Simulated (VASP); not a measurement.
Input of a VASP 6.6.1 run:

File INCAR:

```
SYSTEM = BN
  PREC = Accurate
  ENCUT = 520
  EDIFF = 1E-6
  ISMEAR = 0
  SIGMA = 0.05
  LREAL = .False.
  LASPH = .True.
  NELM = 80
  ALGO = Normal
  ISIF = 2
  LWAVE = .False.
  LCHARG = .False.
  GGA = PE
  NBANDS = 11
```

The input KPOINTS:

```
regular mesh
0
Gamma
  12 12 12
  0 0 0
```

Contents of POSCAR:

```
BN
1.0
    0.0000000000      1.6715698678      1.8643429264
    1.8643429264      0.0000000000      1.8643429264
    1.8643429264      1.6715698678      0.0000000000
B N
1 1
Direct
    0.0000000000      0.0000000000      0.0000000000
    0.7500000000      0.7500000000      0.7500000000
```

Potentials or basis: VASP PAW PBE potentials, release 64 (B, N).

The run is started by

```sh
$ cat potpaw_PBE.64/B/POTCAR potpaw_PBE.64/N/POTCAR > POTCAR
$ mpirun -np 1 vasp_std > vasp.out
```

Estimate the band gap on the k mesh.

2.72 eV, indirect (least direct gap 7.88 eV).

Estimate the pressure.

9.4 GPa.

Stress tensor (GPa, compression positive):
```
-9.89  0.00  0.00
 0.00 48.00  0.00
 0.00  0.00 -9.89
```

 A k mesh can miss the band edges.
